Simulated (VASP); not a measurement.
# BN (Fmm2) in VASP: vibrations by perturbation theory with LDA

Aim: the vibrations by perturbation theory of BN with LDA.

Everything below comes from runs of VASP 6.6.1. Logs are shortened: lines on timing, memory, paths and dates and some standing lists are left out, and cuts for length are marked.

### 1 The cell of the first run

The structure is orthorhombic, space group Fmm2 (No. 42). Conventional cell: a = 2.503 Å, b = 6.991 Å, c = 4.332 Å, α = 90.00°, β = 90.00°, γ = 90.00°. B (site symmetry mm2) has 3 N at 1.44 Å within 1.9 Å. N (site symmetry mm2) has 3 B at 1.44 Å within 1.9 Å.

### 2 Vibrations by perturbation theory, LDA

Contents of INCAR:

```
SYSTEM = BN
PREC = Accurate
ENCUT = 520
EDIFF = 1E-8
ISMEAR = 0
SIGMA = 0.01
LREAL = .FALSE.
LASPH = .TRUE.
NELM = 80
ALGO = Normal
ISIF = 2
LWAVE = .FALSE.
LCHARG = .FALSE.
IBRION = 8
NSW = 1
```

Contents of KPOINTS:

```
regular mesh
0
G
  8 8 8
  0 0 0
```

Contents of POSCAR:

```
BN
1.0
    0.0000000000      3.4953160000      2.1660910000
    1.2516320000      0.0000000000      2.1660910000
    1.2516320000      3.4953160000      0.0000000000
B N
1 1
Direct
    0.0000490000      0.0000490000      0.9999510000
    0.6666666667      0.6666666667      0.3333333333
```

Potentials or basis: VASP PAW LDA potentials, release 64 (B, N).

Launch:

```
> cat potpaw_LDA.64/B/POTCAR potpaw_LDA.64/N/POTCAR > POTCAR
> mpirun -np 1 vasp_std > vasp.out
```

OUTCAR:

```text
SYSTEM = BN
   PREC = Accurate
   ENCUT = 520
   EDIFF = 1E-8
   ISMEAR = 0
   LREAL = .FALSE.
   LASPH = .TRUE.
   NELM = 80
   ISIF = 2
   IBRION = 8
   NSW = 1

 ion  position               nearest neighbor table
   1  0.000  0.000  1.000-   2 1.44   2 1.44   2 1.44
   2  0.667  0.667  0.333-   1 1.44   1 1.44   1 1.44

  LATTYP: Found a face centered orthorhombic cell.
 ALAT       =     2.5032640000
 B/A-ratio  =     1.7306133113
 C/A-ratio  =     2.7926067726

  Lattice vectors:

 A1 = (   0.0000000000,   3.4953160000,   2.1660910000)
 A2 = (  -1.2516320000,   3.4953160000,   0.0000000000)
 A3 = (  -1.2516320000,   0.0000000000,   2.1660910000)

Analysis of symmetry for initial positions (statically):
=====================================================================
 Subroutine PRICEL returns:
 Original cell was already a primitive cell.

 Routine SETGRP: Setting up the symmetry group for a
 face centered orthorhombic supercell.

 Subroutine GETGRP returns: Found  4 space group operations
 (whereof  4 operations were pure point group operations)
 out of a pool of  8 trial point group operations.

The static configuration has the point symmetry C_2v.

Analysis of symmetry for dynamics (positions and initial velocities):
=====================================================================
 Subroutine PRICEL returns:
 Original cell was already a primitive cell.

 Routine SETGRP: Setting up the symmetry group for a
 face centered orthorhombic supercell.

 Subroutine GETGRP returns: Found  4 space group operations
 (whereof  4 operations were pure point group operations)
 out of a pool of  8 trial point group operations.

The dynamic configuration has the point symmetry C_2v.

 Subroutine INISYM returns: Found  4 space group operations
 (whereof  4 operations are pure point group operations),
 and found     1 'primitive' translations

----------------------------------------------------------------------------------------

[... 430 lines left out ...]
     0.000000000  3.495316000  2.166091000    -0.399478441  0.143048583  0.230830561
     1.251632000  0.000000000  2.166091000     0.399478441 -0.143048583  0.230830561
     1.251632000  3.495316000  0.000000000     0.399478441  0.143048583 -0.230830561

 POSITION                                       TOTAL-FORCE (eV/Angst)
 -----------------------------------------------------------------------------------
      1.25163      3.49532      0.00021         0.000000      0.000000      0.013235
      1.25163      3.49532      2.88812         0.000000      0.000000     -0.013235
 -----------------------------------------------------------------------------------
    total drift:                                0.000001      0.000002     -0.000022

  FREE ENERGIE OF THE ION-ELECTRON SYSTEM (eV)
  ---------------------------------------------------
  free  energy   TOTEN  =       -19.2792260152 eV

  energy  without entropy=      -19.2792260152  energy(sigma->0) =      -19.27922602

[... ionic steps 2 to 3 ...]

--------------------------------------- Ionic step        4  -------------------------------------------

------------------------ aborting loop because EDIFF is reached ----------------------------------------

--------------------------------------- Ionic step        5  -------------------------------------------
[... 13 lines left out ...]
------------------------ aborting loop because EDIFF is reached ----------------------------------------

--------------------------------------- Ionic step        9  -------------------------------------------

 Free energy of the ion-electron system (eV)
  ---------------------------------------------------
  ---------------------------------------------------
  free energy    TOTEN  =        -0.23275308 eV

  energy without entropy =       -0.23275308

------------------------ aborting loop because EDIFF is reached ----------------------------------------

 INTERNAL STRAIN TENSOR  FOR ION    2  DIRECTION 3   (eV/Angst):
 -----------------------------------------------------------------------------
   -12.26144  0.00000  0.00000
     0.00000  0.10286  0.00000
     0.00000  0.00000 12.29348

 INTERNAL STRAIN TENSOR FOR ION    2 for displacements in x,y,z  (eV/Angst):
          X           Y           Z          XY          YZ          ZX
  --------------------------------------------------------------------------------
  x     0.00000     0.00000     0.00000     0.00000     0.00000   -12.22590
  y     0.00000     0.00000     0.00000     0.00000     0.14798     0.00000
  z   -12.26144     0.10286    12.29348     0.00000     0.00000     0.00000

 SECOND DERIVATIVES (NOT SYMMETRIZED)
 ------------------------------------
               1X          1Y          1Z          2X          2Y          2Z
  1X   -41.083098    0.000000    0.000000   41.083098    0.000000    0.000000
  1Y     0.000000  -13.532703    0.000000    0.000000   13.532703    0.000000
  1Z     0.000000    0.000000  -41.166769    0.000000    0.000000   41.166769
  2X    41.085521    0.000000    0.000000  -41.085521    0.000000    0.000000
  2Y     0.000000   13.533367    0.000000    0.000000  -13.533367    0.000000
  2Z     0.000000    0.000000   41.157481    0.000000    0.000000  -41.157481

 Eigenvectors and eigenvalues of the dynamical matrix
 ----------------------------------------------------

   1 f  =   40.608897 THz   255.153226 2PiTHz 1354.567002 cm-1   167.944828 meV
             X         Y         Z           dx          dy          dz
      1.251632  3.495316  0.000212     0.000000    0.000000    0.751225
      1.251632  3.495316  2.888121     0.000000    0.000000   -0.660046
[... 21 lines left out ...]
   6 f/i=    0.002272 THz     0.014273 2PiTHz    0.075772 cm-1     0.009395 meV
             X         Y         Z           dx          dy          dz
      1.251632  3.495316  0.000212     0.000000    0.000000   -0.660046
      1.251632  3.495316  2.888121     0.000000    0.000000   -0.751225

--------------------------------------------------------------------------------------------------------

 ELASTIC MODULI CONTR FROM IONIC RELAXATION (kBar)
 Direction    XX          YY          ZZ          XY          YZ          ZX
 --------------------------------------------------------------------------------
 XX        -307.6980      2.6104    308.5677      0.0000     -0.0000      0.0000
 YY           2.6104     -0.0221     -2.6178      0.0000      0.0000     -0.0000
 ZZ         308.5677     -2.6178   -309.4398      0.0000      0.0000     -0.0000
 XY           0.0000      0.0000      0.0000      0.0000      0.0000      0.0000
 YZ          -0.0000      0.0000      0.0000      0.0000     -0.1322     -0.0000
 ZX           0.0000     -0.0000     -0.0000      0.0000     -0.0000   -323.3089
 --------------------------------------------------------------------------------
```

stdout:

```text
POSCAR found type information on POSCAR B N
 POSCAR found :  2 types and       2 ions
 scaLAPACK will be used
 LDA part: xc-table for (Slater(with rela. corr.)+CA(PZ))
 , standard interpolation
 POSCAR, INCAR and KPOINTS ok, starting setup
 FFT: planning ... GRIDC
 FFT: planning ... GRID_SOFT
 FFT: planning ... GRID
 WAVECAR not read
 entering main loop
 Linear response reoptimize wavefunctions to high precision
 Linear response DOF=           6
 Linear response progress:
 first order change of Fermi-energy  -0.67605E-03
 force on displaced ion       1 direction 1 : -41.083   0.000   0.006
 Linear response progress:
 first order change of Fermi-energy   0.25501E-04
 force on displaced ion       1 direction 2 :   0.000 -13.533   0.000
 Linear response progress:
 first order change of Fermi-energy  -0.92069E+00
 force on displaced ion       1 direction 3 :   0.000   0.000 -41.167
 Linear response progress:
 first order change of Fermi-energy   0.10367E-02
 force on displaced ion       2 direction 1 : -41.086   0.000   0.020
 Linear response progress:
 first order change of Fermi-energy   0.42801E-04
 force on displaced ion       2 direction 2 :   0.000 -13.533   0.001
 Linear response progress:
 first order change of Fermi-energy   0.92066E+00
 force on displaced ion       2 direction 3 :   0.000   0.000 -41.157
 Linear response finished
```

It took 2.3 min on 1 thread of AMD EPYC 7R13 (Zen 3), shared host; peak memory 0.18 GiB.

What came out:

| Property | Result |
| --- | --- |
| Highest phonon frequency at Γ, LO-TO splitting left out | 1355 cm⁻¹ |

Phonon frequencies in cm⁻¹ (negative: imaginary):
| q point | frequencies |
| --- | --- |
| (0.000, 0.000, 0.000) | 0 0 0 777 1353 1355 |

Caveat: the k points lie up to 0.38 Å⁻¹ apart; the cell wasn't relaxed at this level first, which shifts response properties.
